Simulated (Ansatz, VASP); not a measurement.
Mo in VASP and in Ansatz

The input INCAR:

```
ALGO = Normal
EDIFF = 1E-6
ENCUT = 520
GGA = PE
ISIF = 2
ISMEAR = -1
LASPH = True
LCHARG = False
LREAL = False
LWAVE = False
NBANDS = 13
NELM = 100
PREC = Accurate
SIGMA = 0.08
```

File KPOINTS:

```
k-points
0
Gamma
  17 17 17
```

Contents of POSCAR:

```
Mo
1.0
   -1.3692248112      1.3692248112      1.3692248112
    1.3692248112     -1.3692248112      1.3692248112
    1.3692248112      1.3692248112     -1.3692248112
Mo
1
Direct
    0.0000000000      0.0000000000      0.0000000000
```

Input for Ansatz:

```yaml
crystal:
  lattice:
    - [-1.3692248112, 1.3692248112, 1.3692248112]
    - [1.3692248112, -1.3692248112, 1.3692248112]
    - [1.3692248112, 1.3692248112, -1.3692248112]
  atoms:
    - { symbol: Mo, position: [0.0, 0.0, 0.0] }
kpoints:
  mp_grid: { grid: [17, 17, 17] }
scf:
  occupations: { method: fermi_dirac, width: 0.08 }
hamiltonian:
  xc: pbe
  pseudopotentials: { kind: all_electron, lapw: { basis_error: 0.001 } }
output:
  forces: true
  stress: true
  eigenvalues: true
  populations: true
```

Change from the starting cell: volume scaled by 0.65, LAPW.

Alike in both runs: task single point; functional PBE; k mesh 17 × 17 × 17; occupations fermi-dirac, width 0.08 eV; no spin polarisation.

|  | VASP | Ansatz |
| --- | --- | --- |
| version | VASP 6.6.1 | Ansatz 0.2.0 |
| potentials or method | VASP PAW PBE potentials, release 64 (Mo_sv), cutoff 520 eV | all-electron LAPW, scalar-relativistic |

```tsv
	VASP	Ansatz	Ansatz less VASP
pressure (GPa)	269.2	264.8	-4.33
```

Both programs put the cell under a high pressure, so it lies far from rest at this level. Ansatz ran all-electron here, and VASP with PAW potentials.

Noted on VASP's run: the cell as given lies far from equilibrium.
